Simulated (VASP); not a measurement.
# Ta4N3 (I4/mmm) in VASP: further runs, part 2 of 2

VASP 6.6.1. The steps go on from the part before.

### 3 Single point, PBEsol

This run uses another cell than the first one, of 11.96 Å³/atom, 1.032 times its volume.

Contents of INCAR:

```
SYSTEM = Ta4N3
ALGO = Normal
EDIFF = 1E-7
ENCUT = 520
GGA = PS
ISIF = 2
ISMEAR = 0
LASPH = .TRUE.
LCHARG = .FALSE.
LREAL = .FALSE.
LWAVE = .FALSE.
NBANDS = 38
NELM = 100
PREC = Accurate
SIGMA = 0.1
```

Contents of KPOINTS:

```
k-points
0
G
  6 6 6
  0 0 0
```

Contents of POSCAR:

```
Ta4N3
1.0
   -2.2031960000      2.2031960000      4.3106130000
    2.2031960000     -2.2031960000      4.3106130000
    2.2031960000      2.2031960000     -4.3106130000
Ta N
4 3
Direct
    0.0000000000      0.5000000000      0.5000000000
    0.2638200000      0.2638200000      0.0000000000
    0.5000000000      0.0000000000      0.5000000000
    0.7361800000      0.7361800000      0.0000000000
    0.7500000000      0.2500000000      0.5000000000
    0.0000000000      0.0000000000      0.0000000000
    0.2500000000      0.7500000000      0.5000000000
```

Potentials or basis: VASP PAW PBE potentials, release 64 (Ta_pv, N).

Started as:

```sh
> cat potpaw_PBE.64/Ta_pv/POTCAR potpaw_PBE.64/N/POTCAR > POTCAR
> mpirun -np 1 vasp_std > vasp.out
```

OUTCAR:

```text
SYSTEM = Ta4N3
   EDIFF = 1E-7
   ENCUT = 520
   GGA = PS
   ISIF = 2
   ISMEAR = 0
   LASPH = .TRUE.
   LREAL = .FALSE.
   NELM = 100
   PREC = Accurate

 ion  position               nearest neighbor table
   1  0.000  0.500  0.500-   5 2.16   7 2.16   6 2.20   6 2.20   4 3.00   4 3.00   2 3.00   2 3.00
                             3 3.12   3 3.12   3 3.12   3 3.12   2 3.17   4 3.17   2 3.17   4 3.17
   2  0.264  0.264  0.000-   5 2.21   7 2.21   7 2.21   5 2.21   6 2.27   1 3.00   3 3.00   3 3.00
                             1 3.00   4 3.12   4 3.12   4 3.12   4 3.12   3 3.17   3 3.17   1 3.17
   3  0.500  0.000  0.500-   5 2.16   7 2.16   6 2.20   6 2.20   4 3.00   4 3.00   2 3.00   2 3.00
                             1 3.12   1 3.12   1 3.12   1 3.12   4 3.17   4 3.17   2 3.17   2 3.17
   4  0.736  0.736  0.000-   7 2.21   5 2.21   5 2.21   7 2.21   6 2.27   3 3.00   1 3.00   3 3.00
                             1 3.00   2 3.12   2 3.12   2 3.12   2 3.12   3 3.17   1 3.17   1 3.17
   5  0.750  0.250  0.500-   1 2.16   3 2.16   2 2.21   4 2.21   2 2.21   4 2.21
   6  0.000  0.000  0.000-   1 2.20   3 2.20   1 2.20   3 2.20   2 2.27   4 2.27
   7  0.250  0.750  0.500-   1 2.16   3 2.16   2 2.21   4 2.21   2 2.21   4 2.21

  LATTYP: Found a body centered tetragonal cell.
 ALAT       =     4.4063920000
 C/A-ratio  =     1.9565272450

  Lattice vectors:

 A1 = (  -2.2031960000,   2.2031960000,   4.3106130000)
 A2 = (   2.2031960000,  -2.2031960000,   4.3106130000)
 A3 = (   2.2031960000,   2.2031960000,  -4.3106130000)

Analysis of symmetry for initial positions (statically):
=====================================================================
 Subroutine PRICEL returns:
 Original cell was already a primitive cell.

 Routine SETGRP: Setting up the symmetry group for a
 body centered tetragonal supercell.

 Subroutine GETGRP returns: Found 16 space group operations
 (whereof 16 operations were pure point group operations)
 out of a pool of 16 trial point group operations.

The static configuration has the point symmetry D_4h.

Analysis of symmetry for dynamics (positions and initial velocities):
=====================================================================
[... 142 lines left out ...]
  Fermi-wavevector in a.u.,A,eV,Ry     =   1.456992  2.753315 28.882784  2.122825
  Thomas-Fermi vector in A             =   2.573845
   LORBIT       =      0    0 simple, 1 ext, 2 COOP (PROOUT), +10 PAW based schemes
   GGA     = PS    functional components
   LHFCALC =     F    Hartree Fock is set to
   AEXX    =    0.0000 exact exchange contribution
   IVDW    =     0    specifies the selected vdW correction
   LEPSILON=     F    determine dielectric tensor
   LRPA    =     F    only Hartree local field effects (RPA)
 non-spin polarized calculation
 Gauss-broadening in eV      SIGMA  =   0.10
  energy-cutoff  :      520.00
  volume of cell :       83.70
 maximum number of plane-waves:      2280
   NGX = 19   NGY = 19   NGZ = 19

 number of electron      59.0000002 magnetization

 Free energy of the ion-electron system (eV)
  ---------------------------------------------------
  ext. energy  EPLUGINS =         0.00000000
  ---------------------------------------------------
  free energy    TOTEN  =       -83.58341741 eV

  energy without entropy =      -83.57441432  energy(sigma->0) =      -83.57891586

 E-fermi :   7.9425     XC(G=0): -13.2706

 val. band max:        7.9277049952   @ k =   0.5000  -0.0000   0.0000
 cond. band min:       7.9772518323   @ k =   0.5000   0.5000   0.3333
 fundamental gap:      0.0495468370
 Fermi energy:         7.9425286344

 k-point     1 :       0.0000    0.0000    0.0000
  band No.  band energies     occupation
      1     -27.7777      2.00000
      2     -27.7777      2.00000
      3     -27.6689      2.00000
      4     -27.4631      2.00000
      5     -27.4631      2.00000
      6     -27.3022      2.00000
[... 973 lines left out ...]
     37      11.4118      0.00000
     38      11.5306      0.00000

 [... further k-points ...]
[... 5 lines left out ...]
  --------------------------------------------------------------------------------------
  -------------------------------------------------------------------------------------
  Total       -4.9418490     -4.9418490     -4.5323671      0.0000000     -0.0000000      0.0000000
  in kB      -94.6007897    -94.6007897    -86.7621620      0.0000000     -0.0000000      0.0000000
  external PRESSURE =     -91.9879138 kB  Pullay stress =       0.0000000 kB

 VOLUME and BASIS-vectors are now :
 -----------------------------------------------------------------------------
  energy-cutoff  :      520.00
  volume of cell :       83.70
      direct lattice vectors                 reciprocal lattice vectors
    -2.203196000  2.203196000  4.310613000     0.000000000  0.226943041  0.115992783
     2.203196000 -2.203196000  4.310613000     0.226943041  0.000000000  0.115992783
     2.203196000  2.203196000 -4.310613000     0.226943041  0.226943041  0.000000000

 POSITION                                       TOTAL-FORCE (eV/Angst)
 -----------------------------------------------------------------------------------
      2.20320      0.00000      0.00000        -0.000000     -0.000000      0.000000
      0.00000      0.00000      2.27445         0.000000      0.000000     -0.189650
      0.00000      2.20320      0.00000        -0.000000     -0.000000      0.000000
      0.00000      0.00000      6.34677         0.000000      0.000000      0.189650
      0.00000      2.20320      2.15531        -0.000000     -0.000000      0.000000
      0.00000      0.00000      0.00000        -0.000000     -0.000000      0.000000
      2.20320      0.00000      2.15531        -0.000000     -0.000000      0.000000
 -----------------------------------------------------------------------------------
    total drift:                               -0.000000     -0.000000      0.000000

  FREE ENERGIE OF THE ION-ELECTRON SYSTEM (eV)
  ---------------------------------------------------
  free  energy   TOTEN  =       -83.5834174133 eV

  energy  without entropy=      -83.5744143151  energy(sigma->0) =      -83.57891586
```

OSZICAR:

```text
N       E                     dE             d eps       ncg     rms          rms(c)
DAV:   1     0.566198030039E+03    0.56620E+03   -0.32046E+04  2280   0.163E+03
DAV:   2    -0.526695819978E+02   -0.61887E+03   -0.60028E+03  2498   0.481E+02
DAV:   3    -0.913937532587E+02   -0.38724E+02   -0.37912E+02  2842   0.110E+02
DAV:   4    -0.922614360244E+02   -0.86768E+00   -0.85984E+00  2848   0.159E+01
DAV:   5    -0.922766228127E+02   -0.15187E-01   -0.15167E-01  2874   0.186E+00    0.431E+01
DAV:   6    -0.841644901671E+02    0.81121E+01   -0.43474E+01  2848   0.328E+01    0.199E+01
DAV:   7    -0.836963189765E+02    0.46817E+00   -0.26310E+00  2794   0.824E+00    0.103E+01
DAV:   8    -0.836020578653E+02    0.94261E-01   -0.56861E-01  2712   0.390E+00    0.918E-01
DAV:   9    -0.835848954049E+02    0.17162E-01   -0.12908E-01  2834   0.156E+00    0.464E-01
DAV:  10    -0.835834276634E+02    0.14677E-02   -0.11007E-02  2726   0.612E-01    0.134E-01
DAV:  11    -0.835834981480E+02   -0.70485E-04   -0.17970E-03  2866   0.233E-01    0.687E-02
DAV:  12    -0.835834214406E+02    0.76707E-04   -0.26284E-04  2854   0.817E-02    0.304E-02
DAV:  13    -0.835834180271E+02    0.34136E-05   -0.55364E-05  2898   0.347E-02    0.641E-03
DAV:  14    -0.835834177692E+02    0.25783E-06   -0.12418E-06  2908   0.691E-03    0.282E-03
DAV:  15    -0.835834174519E+02    0.31732E-06   -0.20679E-07  2068   0.246E-03    0.947E-04
DAV:  16    -0.835834174133E+02    0.38589E-07   -0.22821E-08  1608   0.981E-04
   1 F= -.83583417E+02 E0= -.83578916E+02  d E =-.900310E-02
```

stdout:

```text
POSCAR found type information on POSCAR TaN
 POSCAR found :  2 types and       7 ions
 scaLAPACK will be used
 -----------------------------------------------------------------------------
|                                                                             |
|                                                                             |
|     You enforced a specific xc type in the INCAR file but a different       |
|     I HOPE YOU KNOW WHAT YOU ARE DOING!                                     |
|                                                                             |
 -----------------------------------------------------------------------------

 LDA part: xc-table for (Slater+PW92), standard interpolation
 POSCAR, INCAR and KPOINTS ok, starting setup
 FFT: planning ... GRIDC
 FFT: planning ... GRID_SOFT
 FFT: planning ... GRID
 WAVECAR not read
 entering main loop
```

Run time: 2.3 min. Hardware: 1 thread of AMD EPYC 7R43 (Zen 3), shared host; peak memory 0.23 GiB.

Results:

| Quantity | Value |
| --- | --- |
| Free energy | -83.5834 eV |
| Pressure | -9.2 GPa |
| Largest force | 0.190 eV/Å |

Forces in eV/Å, atoms in the order of the input:
```
Ta   0.000  0.000  0.000
Ta   0.000  0.000 -0.190
Ta   0.000  0.000  0.000
Ta   0.000  0.000  0.190
N    0.000  0.000  0.000
N    0.000  0.000  0.000
N    0.000  0.000  0.000
```

Stress tensor (GPa, compression positive):
```
-9.46  0.00  0.00
 0.00 -9.46  0.00
 0.00  0.00 -8.68
```

Caveat: the PAW data sets were made with another functional, which shifts forces and pressure a little; spin-orbit coupling is left out, which moves the levels of the heavy elements.

### 4 Single point, PBEsol

This run uses another cell than the first one: it holds 14 atoms, not 7.

Contents of INCAR:

```
SYSTEM = Ta4N3
  ALGO = Normal
  EDIFF = 1E-6
  ENCUT = 520
  GGA = PS
  ISIF = 2
  ISMEAR = 0
  LASPH = .TRUE.
  LCHARG = .TRUE.
  LELF = .TRUE.
  LREAL = .FALSE.
  LVHAR = .TRUE.
  LWAVE = .FALSE.
  NBANDS = 72
  NELM = 80
  PREC = Accurate
  SIGMA = 0.15
```

Contents of KPOINTS:

```
k-points
0
G
  9 9 5
  0 0 0
```

Contents of POSCAR:

```
Ta4N3
1.0
   -4.3571443853      0.0000000000      0.0000000000
    0.0000000000     -4.3571443853      0.0000000000
    0.0000000000      0.0000000000      8.5453519637
Ta N
8 6
Direct
    0.5000000000      0.0000000000      0.0000000000
    0.0000000000      0.5000000000      0.5000000000
    0.0000000000      0.0000000000      0.2607537444
    0.5000000000      0.5000000000      0.7607537444
    0.5000000000      0.0000000000      0.5000000000
    0.0000000000      0.5000000000      0.0000000000
    0.5000000000      0.5000000000      0.2392462556
    1.0000000000      1.0000000000      0.7392462556
    0.5000000000      1.0000000000      0.7500000000
    0.0000000000      0.5000000000      0.2500000000
    0.0000000000      0.0000000000      0.0000000000
    0.5000000000      0.5000000000      0.5000000000
    1.0000000000      0.5000000000      0.7500000000
    0.5000000000      0.0000000000      0.2500000000
```

Started as:

```sh
> cat potpaw_PBE.64/Ta_pv/POTCAR potpaw_PBE.64/N/POTCAR > POTCAR
> mpirun -np 1 vasp_std > vasp.out
```

Wall time 18 min (1 thread of Oxide Virtual Turin-like, shared host); peak memory 0.45 GiB.

The run converged. Its results:

- Free energy: -167.2946 eV
- Pressure: 0.7 GPa
- Largest force: 0.025 eV/Å
- Band gap on the k mesh: zero (band 59 reaches 9.66 eV, above the bottom of band 60 at 7.29 eV)

Forces on the atoms (eV/Å):
```
Ta   0.000  0.000  0.000
Ta   0.000  0.000  0.000
Ta   0.000  0.000  0.025
Ta   0.000  0.000  0.025
Ta   0.000  0.000  0.000
Ta   0.000  0.000  0.000
Ta   0.000  0.000 -0.025
Ta   0.000  0.000 -0.025
N    0.000  0.000  0.000
N    0.000  0.000  0.000
N    0.000  0.000  0.000
N    0.000  0.000  0.000
N    0.000  0.000  0.000
N    0.000  0.000  0.000
```

Levels at points of the mesh, in eV from the Fermi level:
```csv
k point,band 58,band 59,band 60,band 61,band 62,band 63
"(0.00, 0.00, 0.00)",-0.96,-0.62,-0.62,0.88,0.89,0.89
```

Caveat: the PAW data sets were made with another functional, which shifts forces and pressure a little; spin-orbit coupling is left out, which moves the levels of the heavy elements.

### 5 The runs side by side

| cell | k mesh | smearing | gap on the mesh (eV) | pressure (GPa) | largest force (eV/Å) |
| --- | --- | --- | --- | --- | --- |
| a = 5.268 Å, angles 131.1, 131.1, 71.6°, 7 atoms | 6 × 6 × 6 | gaussian 0.1 eV | none | 0.7 | 0.03 |
| a = 5.319 Å, angles 131.1, 131.1, 71.7°, 7 atoms | 6 × 6 × 6 | gaussian 0.1 eV | none | -9.2 | 0.19 |
| a = 4.357, b = 4.357, c = 8.545 Å, 14 atoms | 9 × 9 × 5 | gaussian 0.15 eV | none | 0.7 | 0.03 |

Alike in all rows: task single point; level PBEsol; potentials or basis VASP PAW PBE potentials, release 64 (Ta_pv, N); no spin polarisation; cutoff (eV) 520.

Caveats: the PAW data sets were made with another functional, which shifts forces and pressure a little; spin-orbit coupling is left out, which moves the levels of the heavy elements.

Total energies depend on the potentials used, so only differences within one code and one set of settings carry meaning.
